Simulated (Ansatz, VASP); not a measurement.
**Si: VASP beside Ansatz**

Contents of INCAR:

```
SYSTEM = Si
PREC = Accurate ; ENCUT = 500
EDIFF = 1E-6 ; ISMEAR = -1
SIGMA = 0.02 ; LREAL = .FALSE.
LASPH = .TRUE. ; NELM = 120
ALGO = Normal ; ISIF = 2
LWAVE = .FALSE. ; LCHARG = .FALSE.
GGA = CA ; NBANDS = 16
GGA_COMPAT = .FALSE.
```

The input KPOINTS:

```
regular mesh
0
G
  10 10 5
  0 0 0
```

POSCAR

```
Si
1.0
    3.8313174605      0.0000000000      0.0000000000
   -1.9156587303      3.3180182508      0.0000000000
    0.0000000000      0.0000000000      6.3326220002
Si
4
Direct
    0.6666666667      0.3333333333      0.9527817473
    0.3333333333      0.6666666667      0.4369905000
    0.6666666667      0.3333333333      0.5630095000
    0.3333333333      0.6666666667      0.0630095000
```

Input for Ansatz:

```yaml
crystal:
  lattice:
    - [3.8313174605, 0.0, 0.0]
    - [-1.9156587303, 3.3180182508, 0.0]
    - [0.0, 0.0, 6.3326220002]
  atoms:
    - { symbol: Si, position: [0.6666666667, 0.3333333333, 0.9527817473] }
    - { symbol: Si, position: [0.3333333333, 0.6666666667, 0.4369905] }
    - { symbol: Si, position: [0.6666666667, 0.3333333333, 0.5630095] }
    - { symbol: Si, position: [0.3333333333, 0.6666666667, 0.0630095] }
hamiltonian:
  xc: lda
  pseudopotentials: { kind: paw }
kpoints:
  mp_grid: { grid: [10, 10, 5] }
scf:
  occupations: { method: fermi_dirac, width: 0.02 }
  convergence: { dr2_threshold: 1.0e-09 }
basis:
  ecutwfc: 600
output:
  forces: true
  stress: true
```

Alike in both runs: task single point; functional LDA; k mesh 10 × 10 × 5; occupations fermi-dirac, width 0.02 eV; no spin polarisation.

```csv
,VASP,Ansatz
version,VASP 6.6.1,Ansatz 0.2.0
potentials or method,"VASP PAW LDA potentials, release 64 (Si), cutoff 500 eV","scalar-relativistic, plane waves, PAW"
valence electrons in the cell,16,16
```

|  | VASP | Ansatz | Ansatz less VASP |
| --- | --- | --- | --- |
| pressure (GPa) | -1.8 | -1.8 | -0.04 |
| traceless stress, the component that is largest in VASP (GPa) | -1.67 | -1.66 | +0.011 |
| rms of the force components (eV/Å) | 0.415 | 0.414 | -0.0005 |

LDA's correlation is that of Perdew and Zunger in VASP and of Perdew and Wang (1992) in Ansatz. Atom by atom the forces differ by 0.001 eV/Å (rms over components). Ansatz's warnings: stress scf threshold loose.
